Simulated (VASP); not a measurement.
# Al (P6/mmm) in VASP: a series of runs

Runs on Al. Level: PBE. Tasks: relaxation of shape and atoms at fixed volume.

Program: VASP 6.6.1. These are calculated values, not measurements. Logs are shortened: lines on timing, memory, paths and dates and some standing lists are left out, and cuts for length are marked.

### Step 1. The cell of the first run

The structure is hexagonal, space group P6/mmm (No. 191). Conventional cell: a = 3.970 Å, b = 3.970 Å, c = 2.458 Å, α = 90.00°, β = 90.00°, γ = 120.00°. Within 3.2 Å of Al (site symmetry 6/mmm) lie 14 Al at 2.46 to 2.60 Å. Within 3.0 Å of Al (site symmetry -6m2) lie 11 Al at 2.29 to 2.60 Å.

### Step 2. Relaxation of shape and atoms at fixed volume, PBE

INCAR

```
SYSTEM = Al
PREC = Accurate
ENCUT = 600
EDIFF = 1E-7
ISMEAR = -1
SIGMA = 0.08
LREAL = .FALSE.
LASPH = .TRUE.
NELM = 80
ALGO = Normal
ISIF = 4
LWAVE = .FALSE.
LCHARG = .FALSE.
GGA = PE
IBRION = 2
NSW = 50
EDIFFG = -0.005
```

KPOINTS

```
regular mesh
0
G
  8 8 11
  0 0 0
```

POSCAR

```
Al
1.0
    3.9701406252      0.0000000000      0.0000000000
   -1.9850703126      3.4382426381      0.0000000000
    0.0000000000      0.0000000000      2.4579848906
Al
3
Direct
    0.0000000000      0.0000000000      0.0000000000
    0.3333333333      0.6666666667      0.5000000000
    0.6666666667      0.3333333333      0.5000000000
```

Potentials or basis: VASP PAW PBE potentials, release 64 (Al).

The run is started by

```console
$ cat potpaw_PBE.64/Al/POTCAR > POTCAR
$ mpirun -np 1 vasp_std > vasp.out
```

OUTCAR:

```text
SYSTEM = Al
   PREC = Accurate
   ENCUT = 600
   EDIFF = 1E-7
   ISMEAR = -1
   LREAL = .FALSE.
   LASPH = .TRUE.
   NELM = 80
   ISIF = 4
   GGA = PE
   IBRION = 2
   NSW = 50
   EDIFFG = -0.005

 ion  position               nearest neighbor table
   1  0.000  0.000  0.000-   2 2.60   3 2.60   2 2.60   3 2.60   3 2.60   3 2.60   2 2.60   2 2.60
                             3 2.60   3 2.60   2 2.60   2 2.60
   2  0.333  0.667  0.500-   3 2.29   3 2.29   3 2.29   1 2.60   1 2.60   1 2.60   1 2.60   1 2.60
                             1 2.60   3 3.36   3 3.36   3 3.36   3 3.36   3 3.36   3 3.36
   3  0.667  0.333  0.500-   2 2.29   2 2.29   2 2.29   1 2.60   1 2.60   1 2.60   1 2.60   1 2.60
                             1 2.60   2 3.36   2 3.36   2 3.36   2 3.36   2 3.36   2 3.36

  LATTYP: Found a hexagonal cell.
 ALAT       =     3.9701406252
 C/A-ratio  =     0.6191178406

  Lattice vectors:

 A1 = (   3.9701406252,   0.0000000000,   0.0000000000)
 A2 = (  -1.9850703126,   3.4382426381,   0.0000000000)
 A3 = (   0.0000000000,   0.0000000000,   2.4579848906)

Analysis of symmetry for initial positions (statically):
=====================================================================
 Subroutine PRICEL returns:
 Original cell was already a primitive cell.

 Routine SETGRP: Setting up the symmetry group for a
 hexagonal supercell.

 Subroutine GETGRP returns: Found 24 space group operations
 (whereof 24 operations were pure point group operations)
 out of a pool of 24 trial point group operations.

The static configuration has the point symmetry D_6h.

Analysis of symmetry for dynamics (positions and initial velocities):
=====================================================================
 Subroutine PRICEL returns:
 Original cell was already a primitive cell.

 Routine SETGRP: Setting up the symmetry group for a
 hexagonal supercell.

 Subroutine GETGRP returns: Found 24 space group operations
 (whereof 24 operations were pure point group operations)
 out of a pool of 24 trial point group operations.

The dynamic configuration has the point symmetry D_6h.

 Subroutine INISYM returns: Found 24 space group operations
 (whereof 24 operations are pure point group operations),
 and found     1 'primitive' translations

----------------------------------------------------------------------------------------

                                     Primitive cell

  volume of cell :      33.5522

  direct lattice vectors                    reciprocal lattice vectors
     3.970140625  0.000000000  0.000000000     0.251880247  0.145423128  0.000000000
    -1.985070313  3.438242638  0.000000000     0.000000000  0.290846256  0.000000000
     0.000000000  0.000000000  2.457984891     0.000000000  0.000000000  0.406837326

  length of vectors
     3.970140625  3.970140625  2.457984891     0.290846256  0.290846256  0.406837326

  position of ions in fractional coordinates (direct lattice)
     0.000000000  0.000000000  0.000000000
     0.333333333  0.666666667  0.500000000
     0.666666667  0.333333333  0.500000000

  ion indices of the primitive-cell ions
   primitive index   ion index
                 1           1
                 2           2
                 3           3

----------------------------------------------------------------------------------------

 KPOINTS: regular mesh

Automatic generation of k-mesh.
 Grid dimensions read from file:
 generate k-points for:    8    8   11

 Generating k-lattice:

  Cartesian coordinates                     Fractional coordinates (reciprocal lattice)
     0.031485031  0.018177891  0.000000000     0.125000000  0.000000000  0.000000000
     0.000000000  0.036355782  0.000000000     0.000000000  0.125000000  0.000000000
     0.000000000  0.000000000  0.036985211     0.000000000  0.000000000  0.090909091

  Length of vectors
     0.036355782  0.036355782  0.036985211

  Shift w.r.t. Gamma in fractional coordinates (k-lattice)
     0.000000000  0.000000000  0.000000000

 Subroutine IBZKPT returns following result:
 ===========================================

 Found     60 irreducible k-points:

 Following reciprocal coordinates:
            Coordinates               Weight
  0.000000  0.000000  0.000000      1.000000
  0.125000  0.000000  0.000000      6.000000
  0.250000  0.000000  0.000000      6.000000
  0.375000  0.000000  0.000000      6.000000
  0.500000  0.000000  0.000000      3.000000
  0.125000  0.125000  0.000000      6.000000
[... 16 lines left out ...]
  0.250000  0.000000  0.181818     12.000000
  0.375000  0.000000  0.181818     12.000000
 [... further k-points ...]
   k-points           NKPTS =     60   k-points in BZ     NKDIM =     60   number of bands    NBANDS=      8
   number of dos      NEDOS =    301   number of ions     NIONS =      3
   total plane-waves  NPLWV =  20480
   dimension x,y,z NGX =    32 NGY =   32 NGZ =   20
   dimension x,y,z NGXF=    64 NGYF=   64 NGZF=   40
   ions per type =               3
   NGX,Y,Z   is equivalent  to a cutoff of  13.40, 13.40, 13.53 a.u.
   NGXF,Y,Z  is equivalent  to a cutoff of  26.80, 26.80, 27.05 a.u.
 SYSTEM =  Al
   PREC   = accura    normal or accurate (medium, high low for compatibility)
   ISTART =      0    job   : 0-new  1-cont  2-samecut
   ICHARG =      2    charge: 1-file 2-atom 10-const
   ISPIN  =      1    spin polarized calculation?
   LNONCOLLINEAR =      F non collinear calculations
   LSORBIT =      F    spin-orbit coupling
   LASPH  =      T    aspherical Exc in radial PAW
   ENCUT  =  600.0 eV  44.10 Ry    6.64 a.u.   7.93  7.93  4.91*2*pi/ulx,y,z
   NELM   =     80;   NELMIN=  2; NELMDL= -5     # of ELM steps
   EDIFF  = 0.1E-06   stopping-criterion for ELM
   LREAL  =      F    real-space projection
   EDIFFG = -.5E-02   stopping-criterion for IOM
   NSW    =     50    number of steps for IOM
   IBRION =      2    ionic relax: 0-MD 1-quasi-New 2-CG
   NFREE  =      1    steps in history (QN), initial steepest desc. (CG)
   ISIF   =      4    stress and relaxation
   ISYM   =      2    0-nonsym 1-usesym 2-fastsym
   POTIM  = 0.5000    time-step for ionic-motion
   TEBEG  =    0.0;   TEEND  =   0.0 temperature during run
   PSTRESS=    0.0 pullay stress
   NELECT =       9.0000    total number of electrons
   NUPDOWN=      -1.0000    fix difference up-down
   EMIN   =  10.00;   EMAX   =-10.00  energy-range for DOS
   EFERMI =   0.00;   METHOD = LEGACY
   ISMEAR =    -1;   SIGMA  =   0.08  broadening in eV -4-tet -1-fermi 0-gaus
   EFERMI_NEDOS =   21; number of points for ismear=-14 and -15
   IALGO  =     38    algorithm
   IMIX   =      4    mixing-type and parameters
     AMIX     =   0.40;   BMIX     =  1.00
     AMIX_MAG =   1.60;   BMIX_MAG =  1.00
  volume/ion in A,a.u.               =      11.18        75.47
  Fermi-wavevector in a.u.,A,eV,Ry     =   1.055800  1.995173 15.166609  1.114714
  Thomas-Fermi vector in A             =   2.191012
   LORBIT       =      0    0 simple, 1 ext, 2 COOP (PROOUT), +10 PAW based schemes
   GGA     = PE    functional components
   LHFCALC =     F    Hartree Fock is set to
   AEXX    =    0.0000 exact exchange contribution
   IVDW    =     0    specifies the selected vdW correction
   LEPSILON=     F    determine dielectric tensor
   LRPA    =     F    only Hartree local field effects (RPA)
 conjugate gradient relaxation of ions
 non-spin polarized calculation
  energy-cutoff  :      600.00
  volume of cell :       33.55
 maximum number of plane-waves:      1132
 NGX is ok and might be reduce to    32
   NGX = 15   NGY = 15   NGZ =  9

--------------------------------------- Ionic step        1  -------------------------------------------

 number of electron       9.0000000 magnetization

 Free energy of the ion-electron system (eV)
  ---------------------------------------------------
  ext. energy  EPLUGINS =         0.00000000
  ---------------------------------------------------
  free energy    TOTEN  =        -8.05345495 eV

  energy without entropy =       -8.02278375  energy(sigma->0) =       -8.03811935

------------------------ aborting loop because EDIFF is reached ----------------------------------------

  FORCE on cell =-STRESS in cart. coord.  units (eV):
  Direction    XX          YY          ZZ          XY          YZ          ZX
  --------------------------------------------------------------------------------------
  -------------------------------------------------------------------------------------
  Total       15.9166365     15.9166365     14.1578268      0.0000000      0.0000000      0.0000000
  in kB      760.0466704    760.0466704    676.0604925      0.0000000      0.0000000      0.0000000
  external PRESSURE =     732.0512778 kB  Pullay stress =       0.0000000 kB
[... 59 lines left out ...]
  energy  without entropy=       -8.0419413397  energy(sigma->0) =       -8.05584858

--------------------------------------- Ionic step        3  -------------------------------------------

 number of electron       9.0000000 magnetization

 Free energy of the ion-electron system (eV)
  ---------------------------------------------------
  ext. energy  EPLUGINS =         0.00000000
  ---------------------------------------------------
  free energy    TOTEN  =        -8.06994314 eV

  energy without entropy =       -8.04190036  energy(sigma->0) =       -8.05592175

 E-fermi :  12.8191     XC(G=0): -11.6978

 val. band max:       12.7569603515   @ k =   0.1250   0.0000   0.3636
 cond. band min:      12.8269635931   @ k =   0.2500   0.2500   0.2727
 fundamental gap:      0.0700032415
 Fermi energy:        12.8190702347

 k-point     1 :       0.0000    0.0000    0.0000
  band No.  band energies     occupation
      1      -1.3698      2.00000
      2       9.4736      2.00000
      3       9.4736      2.00000
      4       9.5375      2.00000
      5       9.5375      2.00000
      6      12.1384      1.99960
      7      12.4257      1.98546
      8      22.4582      0.00000
[... 243 lines left out ...]
 k-point    24 :       0.3750    0.0000    0.1818
  band No.  band energies     occupation
      1       1.1565      2.00000
      2       4.0888      2.00000
      3       7.7020      2.00000
      4       9.1551      2.00000
      5      15.7011      0.00000
      6      15.9204      0.00000
      7      17.9867      0.00000
      8      19.0819      0.00000

 [... further k-points ...]
[... 5 lines left out ...]
  --------------------------------------------------------------------------------------
  -------------------------------------------------------------------------------------
  Total       15.2419919     15.2419919     15.2461248      0.0000000     -0.0000000      0.0000000
  in kB      727.8312337    727.8312338    728.0285851      0.0000000     -0.0000000      0.0000000
  external PRESSURE =     727.8970175 kB  Pullay stress =       0.0000000 kB
[... 18 lines left out ...]
  FREE ENERGIE OF THE ION-ELECTRON SYSTEM (eV)
  ---------------------------------------------------
  free  energy   TOTEN  =        -8.0699431351 eV

  energy  without entropy=       -8.0419003551  energy(sigma->0) =       -8.05592175

 reached required accuracy - stopping structural energy minimisation
```

Run time: 38 s. Hardware: 1 thread of AMD EPYC 7R13, shared host; peak memory 0.12 GiB.

Results:

```
Free energy               : -8.0699 eV
Energy gained by relaxing : 5.5 meV/atom
Ionic steps               : 3
Pressure after relaxing   : 72.8 GPa
```

Step by step:
```
step  energy change (eV)  largest force (eV/Å)  pressure (GPa)  volume (Å³)
   1              0.0000                0.0000           73.21        33.55
   2             -0.0163                0.0000           72.77        33.55
   3             -0.0165                0.0000           72.79        33.55
```

Final structure:
```cif
data_structure
_symmetry_space_group_name_H-M 'P 1'
_symmetry_Int_Tables_number 1
_cell_length_a 4.0046
_cell_length_b 4.0046
_cell_length_c 2.4159
_cell_angle_alpha 90.000
_cell_angle_beta 90.000
_cell_angle_gamma 120.000
_cell_volume 33.55
loop_
_atom_site_label
_atom_site_type_symbol
_atom_site_fract_x
_atom_site_fract_y
_atom_site_fract_z
_atom_site_occupancy
Al1 Al 0.00000 0.00000 0.00000 1
Al2 Al 0.33333 0.66667 0.50000 1
Al3 Al 0.66667 0.33333 0.50000 1
```

### Step 3. Relaxation of shape and atoms at fixed volume, PBE

This run uses another cell than the first one, of 14.63 Å³/atom, 1.308 times its volume.

INCAR

```
SYSTEM = Al
  PREC = Accurate
  ENCUT = 600
  EDIFF = 1E-7
  ISMEAR = -1
  SIGMA = 0.08
  LREAL = .False.
  LASPH = .True.
  NELM = 80
  ALGO = Normal
  ISIF = 4
  LWAVE = .False.
  LCHARG = .False.
  GGA = PE
  IBRION = 2
  NSW = 50
  EDIFFG = -0.005
```

KPOINTS

```
Automatic mesh
0
Gamma
  8 8 11
  0 0 0
```

POSCAR

```
Al
1.0
    4.3415127397      0.0000000000      0.0000000000
   -2.1707563698      3.7598603234      0.0000000000
    0.0000000000      0.0000000000      2.6879079922
Al
3
Direct
    0.0000000000      0.0000000000      0.0000000000
    0.3333333333      0.6666666667      0.5000000000
    0.6666666667      0.3333333333      0.5000000000
```

Potentials or basis: VASP PAW PBE potentials, release 64 (Al).

The run is started by

```console
$ cat potpaw_PBE.64/Al/POTCAR > POTCAR
$ mpirun -np 1 vasp_std > vasp.out
```

Run time: 58 s. Hardware: 1 thread of AMD EPYC 7R13, shared host; peak memory 0.15 GiB.

The run converged. Its results:

| Item | Value |
| --- | --- |
| Free energy | -10.5679 eV |
| Energy gained by relaxing | 0.5 meV/atom |
| Ionic steps | 3 |
| Pressure after relaxing | 15.6 GPa |

The path:
```
step  energy change (eV)  largest force (eV/Å)  pressure (GPa)  volume (Å³)
   1              0.0000                0.0000           15.68        43.88
   2             -0.0010                0.0000           15.64        43.88
   3             -0.0016                0.0000           15.60        43.88
```

Final structure:
```
CELL_PARAMETERS angstrom
4.36295 0.00000 0.00000
-2.18148 3.77843 0.00000
0.00000 0.00000 2.66155
ATOMIC_POSITIONS crystal
Al 0.00000 0.00000 0.00000
Al 0.33333 0.66667 0.50000
Al 0.66667 0.33333 0.50000
```

Levels at points of the mesh, in eV from the Fermi level:
```
           k point  band 2  band 3  band 4  band 5  band 6  band 7
(0.00, 0.00, 0.00)   -2.55   -2.55   -2.47   -2.47   -1.10   -0.96
(0.50, 0.00, 0.00)   -9.49   -4.89   -4.10    4.52    4.77    5.44
```
